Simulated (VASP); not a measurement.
# InPd (Pm-3m) in VASP: further runs, part 2 of 2

VASP 6.6.1. The steps go on from the part before.

## Step 3: Single point, PBE

The input, INCAR:

```
PREC = Accurate ; ENCUT = 520
EDIFF = 1E-7 ; ISMEAR = 0
SIGMA = 0.018000000000000002 ; LREAL = False
LASPH = True ; NELM = 80
ALGO = Normal ; ISIF = 2
LWAVE = False ; LCHARG = False
GGA = PE ; NBANDS = 18
```

The input, KPOINTS:

```
regular mesh
0
Gamma
  8 8 8
```

The input, POSCAR:

```
InPd
1.0
    3.2718847800      0.0000000000      0.0000000000
    0.0000000000      3.2718847800      0.0000000000
    0.0000000000      0.0000000000      3.2718847800
In Pd
1 1
Direct
    0.0000000000      0.0000000000      0.0000000000
    0.5000000000      0.5000000000      0.5000000000
```

Potentials or basis: VASP PAW PBE potentials, release 64 (In_d, Pd).

The run is started by

```console
cat potpaw_PBE.64/In_d/POTCAR potpaw_PBE.64/Pd/POTCAR > POTCAR
mpirun -np 1 vasp_std > vasp.out
```

Run time: 8 s. Hardware: 1 thread of Intel Xeon 6975P-C, shared host; peak memory 0.15 GiB.

The run converged. Its results:

```
Free energy : -8.7303 eV
Pressure    : 3.8 GPa
```

Levels at points of the mesh, in eV from the Fermi level:
| k point | band 8 | band 9 | band 10 | band 11 | band 12 | band 13 | band 14 | band 15 |
| --- | --- | --- | --- | --- | --- | --- | --- | --- |
| (0.00, 0.00, 0.00) | -3.70 | -2.15 | -2.15 | -2.15 | 4.33 | 4.33 | 4.33 | 9.55 |
| (0.50, 0.00, 0.00) | -3.68 | -3.14 | -3.14 | -2.23 | -1.00 | 9.67 | 9.67 | 10.00 |
| (0.50, 0.50, 0.00) | -2.56 | -2.56 | -2.21 | -2.21 | -1.58 | 1.57 | 2.59 | 9.58 |
| (0.50, 0.50, 0.50) | -4.75 | -1.54 | -1.54 | 0.03 | 3.90 | 3.90 | 3.90 | 4.51 |

Caveat: spin-orbit coupling is left out, which moves the levels of the heavy elements.

## Step 4: Single point, PBE

The input, INCAR:

```
ALGO = Normal
EDIFF = 1E-6
ENCUT = 520
GGA = PE
ISIF = 2
ISMEAR = 0
LASPH = T
LCHARG = F
LREAL = F
LWAVE = F
NBANDS = 18
NELM = 80
PREC = Accurate
SIGMA = 0.020999999999999998
```

The input, KPOINTS:

```
k-points
0
Gamma
  8 8 8
```

POSCAR is that of step 3.

The run is started by

```console
cat potpaw_PBE.64/In_d/POTCAR potpaw_PBE.64/Pd/POTCAR > POTCAR
mpirun -np 1 vasp_std > vasp.out
```

Run time: 8.9 s. Hardware: 1 thread of Intel Xeon 6975P-C, shared host; peak memory 0.15 GiB.

The run converged. Its results:

```yaml
Free_energy: -8.7305 eV
Pressure: 3.7 GPa
```

Levels at points of the mesh, in eV from the Fermi level:
```csv
k point,band 8,band 9,band 10,band 11,band 12,band 13,band 14,band 15
"(0.00, 0.00, 0.00)",-3.70,-2.15,-2.15,-2.15,4.33,4.33,4.33,9.55
"(0.50, 0.00, 0.00)",-3.68,-3.14,-3.14,-2.23,-1.00,9.67,9.67,10.00
"(0.50, 0.50, 0.00)",-2.56,-2.56,-2.21,-2.21,-1.58,1.57,2.59,9.58
"(0.50, 0.50, 0.50)",-4.75,-1.54,-1.54,0.03,3.90,3.90,3.90,4.51
```

Caveat: spin-orbit coupling is left out, which moves the levels of the heavy elements.

## Step 5: Single point, PBE

The input, INCAR:

```
PREC = Accurate
ENCUT = 520
EDIFF = 1E-7
ISMEAR = 0
SIGMA = 0.022
LREAL = F
LASPH = T
NELM = 60
ALGO = Normal
ISIF = 2
LWAVE = F
LCHARG = F
GGA = PE
NBANDS = 18
```

The input, KPOINTS:

```
regular mesh
0
Gamma
  8 8 8
```

POSCAR is that of step 4.

Potentials or basis: VASP PAW PBE potentials, release 64 (In_d, Pd).

The run is started by

```console
cat potpaw_PBE.64/In_d/POTCAR potpaw_PBE.64/Pd/POTCAR > POTCAR
mpirun -np 1 vasp_std > vasp.out
```

OUTCAR:

```text
PREC = Accurate
   ENCUT = 520
   EDIFF = 1E-7
   ISMEAR = 0
   LREAL = F
   LASPH = T
   NELM = 60
   ISIF = 2
   GGA = PE

 ion  position               nearest neighbor table
   1  0.000  0.000  0.000-   2 2.83   2 2.83   2 2.83   2 2.83   2 2.83   2 2.83   2 2.83   2 2.83

   2  0.500  0.500  0.500-   1 2.83   1 2.83   1 2.83   1 2.83   1 2.83   1 2.83   1 2.83   1 2.83

  LATTYP: Found a simple cubic cell.
 ALAT       =     3.2718847800

  Lattice vectors:

[... 190 lines left out ...]
      4      -4.0754      2.00000
      5      -4.0754      2.00000
      6       0.4288      2.00000
[... 481 lines left out ...]
      5      -3.9188      2.00000
      6       4.3773      2.00000
[... 10 lines left out ...]
     17      21.5763      0.00000
     18      23.5575      0.00000

 [... further k-points ...]
[... 5 lines left out ...]
  --------------------------------------------------------------------------------------
  -------------------------------------------------------------------------------------
  Total        0.8161098      0.8161098      0.8161098     -0.0000000     -0.0000000      0.0000000
  in kB       37.3306183     37.3306183     37.3306183     -0.0000000     -0.0000000      0.0000000
  external PRESSURE =      37.3306183 kB  Pullay stress =       0.0000000 kB

 VOLUME and BASIS-vectors are now :
 -----------------------------------------------------------------------------
  energy-cutoff  :      520.00
  volume of cell :       35.03
      direct lattice vectors                 reciprocal lattice vectors
     3.271884780  0.000000000  0.000000000     0.305634234  0.000000000  0.000000000
     0.000000000  3.271884780  0.000000000     0.000000000  0.305634234  0.000000000
     0.000000000  0.000000000  3.271884780     0.000000000  0.000000000  0.305634234

 POSITION                                       TOTAL-FORCE (eV/Angst)
 -----------------------------------------------------------------------------------
      0.00000      0.00000      0.00000         0.000000      0.000000      0.000000
      1.63594      1.63594      1.63594         0.000000      0.000000      0.000000
 -----------------------------------------------------------------------------------
    total drift:                                0.000000      0.000000     -0.000000

  FREE ENERGIE OF THE ION-ELECTRON SYSTEM (eV)
  ---------------------------------------------------
  free  energy   TOTEN  =        -8.7305413016 eV

  energy  without entropy=       -8.7292333674  energy(sigma->0) =       -8.72988733
```

OSZICAR:

```text
N       E                     dE             d eps       ncg     rms          rms(c)
DAV:   1     0.161452372976E+03    0.16145E+03   -0.11298E+04  1300   0.166E+03
DAV:   2    -0.474580183569E+00   -0.16193E+03   -0.15583E+03  1282   0.360E+02
DAV:   3    -0.874524567974E+01   -0.82707E+01   -0.81645E+01  1438   0.868E+01
DAV:   4    -0.893321161468E+01   -0.18797E+00   -0.18778E+00  1522   0.117E+01
DAV:   5    -0.894159209603E+01   -0.83805E-02   -0.83800E-02  1678   0.234E+00    0.645E+00
DAV:   6    -0.877321553795E+01    0.16838E+00   -0.35110E-01  1430   0.828E+00    0.310E+00
DAV:   7    -0.873817253483E+01    0.35043E-01   -0.57295E-02  1624   0.443E+00    0.140E+00
DAV:   8    -0.873125714432E+01    0.69154E-02   -0.20973E-02  1398   0.130E+00    0.394E-01
DAV:   9    -0.873053394056E+01    0.72320E-03   -0.18597E-03  1652   0.655E-01    0.620E-02
DAV:  10    -0.873053913862E+01   -0.51981E-05   -0.43679E-05  1706   0.850E-02    0.283E-02
DAV:  11    -0.873054098590E+01   -0.18473E-05   -0.47082E-06  1352   0.210E-02    0.362E-03
DAV:  12    -0.873054144427E+01   -0.45837E-06   -0.29306E-07  1590   0.469E-03    0.248E-03
DAV:  13    -0.873054131341E+01    0.13087E-06   -0.15548E-08   694   0.146E-03    0.326E-04
DAV:  14    -0.873054130161E+01    0.11801E-07   -0.33547E-09   672   0.692E-04
   1 F= -.87305413E+01 E0= -.87298873E+01  d E =-.130793E-02
```

It took 9.6 s on 1 thread of Intel Xeon 6975P-C, shared host; peak memory 0.15 GiB.

Results:

| Item | Value |
| --- | --- |
| Free energy | -8.7305 eV |
| Pressure | 3.7 GPa |

Caveat: spin-orbit coupling is left out, which moves the levels of the heavy elements.

## Step 6: Overview

| smearing | gap on the mesh (eV) | pressure (GPa) |
| --- | --- | --- |
| gaussian 0.016 eV | none | 3.8 |
| gaussian 0.018 eV | none | 3.8 |
| gaussian 0.021 eV | none | 3.7 |
| gaussian 0.022 eV | none | 3.7 |

Alike in all rows: task single point; level PBE; potentials or basis VASP PAW PBE potentials, release 64 (In_d, Pd); no spin polarisation; cell as given; k mesh 8 × 8 × 8; cutoff (eV) 520.

Every run on the cell as given and a fine mesh finds a metal.

Caveats: spin-orbit coupling is left out, which moves the levels of the heavy elements.

Absolute energies hang on the potentials; compare differences alone.
